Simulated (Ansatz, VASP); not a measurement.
**Two plane-wave programs on AlNi3**

```xyz
4
Lattice="0.0000 2.7984 2.7984 2.7984 0.0000 2.7984 2.7984 2.7984 0.0000" Properties=species:S:1:pos:R:3 pbc="T T T"
Al    2.7984    2.7984    2.7984
Ni    1.3992    1.3992    1.3992
Ni    0.0000    0.0000   -0.1800
Ni    4.1976    4.1976    4.1976
```

Alike in both runs: task single point; functional PBEsol; k mesh 14 × 14 × 14; occupations gaussian, width 0.15 eV; no spin polarisation.

```csv
,VASP,Ansatz
version,VASP 6.6.1,Ansatz 0.2.0
potentials or method,"VASP PAW PBE potentials, release 64 (Al, Ni), cutoff 520 eV","scalar-relativistic, plane waves, PAW"
valence electrons in the cell,33,57
```

```csv
,VASP,Ansatz,Ansatz less VASP
gap on the k mesh at the Fermi level (eV),none,none,-
pressure (GPa),2.0,2.1,+0.04
"traceless stress, the component that is largest in VASP (GPa)",-0.58,-0.60,-0.013
rms of the force components (eV/Å),0.568,0.572,+0.0041
```

VASP's potentials were made for PBE, not for PBEsol. Atom by atom the forces differ by 0.004 eV/Å (rms over components). A gap of «none» marks a metal or a gap that the smearing closes. VASP's potentials hold 33 valence electrons a cell and Ansatz's 57, so a difference there can come from the potentials and not from the codes.
